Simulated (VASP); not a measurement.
Wanted: the native input for a VASP 6.6.1 run.

| Property | Result |
| --- | --- |
| Task | single point |
| Functional | PBE |
| Potentials or basis | VASP PAW PBE potentials, release 64 (Rh_pv) |
| Cutoff | 400 eV |
| k mesh | 2 × 2 × 2 |
| Occupations | methfessel-paxton, width 0.1 eV |
| Spin | no spin polarisation |
| Dipole correction | no |
| Further INCAR settings | ALGO = Normal; EDIFF = 1e-06; NBANDS = 70 |

The structure of Rh lies in POSCAR:

```
Rh
1.0
    0.0000000000      3.7957000000      3.7957000000
    3.7957000000      0.0000000000      3.7957000000
    3.7957000000      3.7957000000      0.0000000000
Rh
8
Direct
    0.0003432832      0.0068967516      0.0020644413
    0.0181351266     -0.0181490898      0.4937696604
   -0.0094549095      0.4894591248      0.0044803330
    0.0024077245      0.5081708249      0.4831306478
    0.4971667940      0.0076670970      0.0002220934
    0.4937451590      0.0035425613      0.5009306584
    0.4939395895      0.5014151540      0.0057882604
    0.5002708328      0.5087095924      0.5054714545
```

One way to write it, as run:

INCAR

```
PREC = Accurate
ENCUT = 400
EDIFF = 1E-6
ISMEAR = 1
SIGMA = 0.1
LREAL = False
LASPH = True
NELM = 120
ALGO = Normal
ISIF = 2
LWAVE = False
LCHARG = False
GGA = PE
NBANDS = 70
GGA_COMPAT = False
```

KPOINTS

```
regular mesh
0
Gamma
  2 2 2
```

Potentials or basis: VASP PAW PBE potentials, release 64 (Rh_pv).

Launch:

```sh
$ cat potpaw_PBE.64/Rh_pv/POTCAR > POTCAR
$ mpirun -np 1 vasp_std > vasp.out
```

Results of the run:

* Pressure: 0.8 GPa
* Largest force: 2.793 eV/Å
* Band gap on the k mesh: zero (bands 60 and 61 overlap by 1.69 eV)

Caveat: the k points lie up to 0.72 Å⁻¹ apart, too coarse for converged energies and pressures of a metal; forces of over 1 eV/Å act on the atoms, so gaps and moduli don't describe the material at rest.

It took 52 s on 1 thread of AMD EPYC 7R13 Processor (Zen 3), with other jobs on the host, peak memory 0.17 GiB.
